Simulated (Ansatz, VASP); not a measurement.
# Ag in VASP and in Ansatz

File INCAR:

```
ALGO     = Normal         # electronic algorithm
EDIFF    = 1E-6           # SCF threshold, eV
ENCUT    = 520            # plane-wave cutoff, eV
GGA      = PE             # functional
ISIF     = 2              # what is computed and relaxed
ISMEAR   = 0              # smearing method
LASPH    = True           # aspherical terms in the spheres
LCHARG   = False          # write CHGCAR
LREAL    = False          # projectors in reciprocal space
LWAVE    = False          # write WAVECAR
NBANDS   = 12             # bands
NELM     = 60             # most SCF steps
PREC     = Accurate       # precision mode
SIGMA    = 0.15           # smearing width, eV
```

Contents of KPOINTS:

```
k-points
0
Gamma
  20 20 20
```

File POSCAR:

```
Ag
1.0
    0.0000000000      1.8796520000      2.1248240000
    1.8796520000      0.0000000000      2.1248240000
    1.8796520000      1.8796520000      0.0000000000
Ag
1
Direct
    0.0000000000      0.0000000000      0.0000000000
```

Input for Ansatz:

```yaml
crystal:
  lattice:
    - [0.0, 1.879652, 2.124824]
    - [1.879652, 0.0, 2.124824]
    - [1.879652, 1.879652, 0.0]
  atoms:
    - { symbol: Ag, position: [0.0, 0.0, 0.0] }
basis:
  ecutwfc: 420
kpoints:
  mp_grid: { grid: [20, 20, 20] }
hamiltonian:
  xc: pbe
scf:
  occupations: { method: gaussian, width: 0.15 }
output:
  forces: true
  stress: true
  eigenvalues: true
  write_density: true
  write_potential: true
  elf: true
  volumetric_format: npy
```

Change from the starting cell: strain -0.080 along x and y, +0.040 along z, atoms carried along.

Alike in both runs: task single point; functional PBE; k mesh 20 × 20 × 20; occupations gaussian, width 0.15 eV; no spin polarisation.

|  | VASP | Ansatz |
| --- | --- | --- |
| version | VASP 6.6.1 | Ansatz 0.2.0 |
| potentials or method | VASP PAW PBE potentials, release 64 (Ag), cutoff 520 eV | scalar-relativistic, plane waves, PAW |
| valence electrons in the cell | 11 | 19 |

```tsv
	VASP	Ansatz	Ansatz less VASP
gap on the k mesh at the Fermi level (eV)	none	none	-
pressure (GPa)	26.4	26.8	+0.41
traceless stress, the component that is largest in VASP (GPa)	-7.26	-7.32	-0.061
```

A gap of «none» marks a metal or a gap that the smearing closes. VASP's potentials hold 11 valence electrons a cell and Ansatz's 19, so a difference there can come from the potentials and not from the codes.
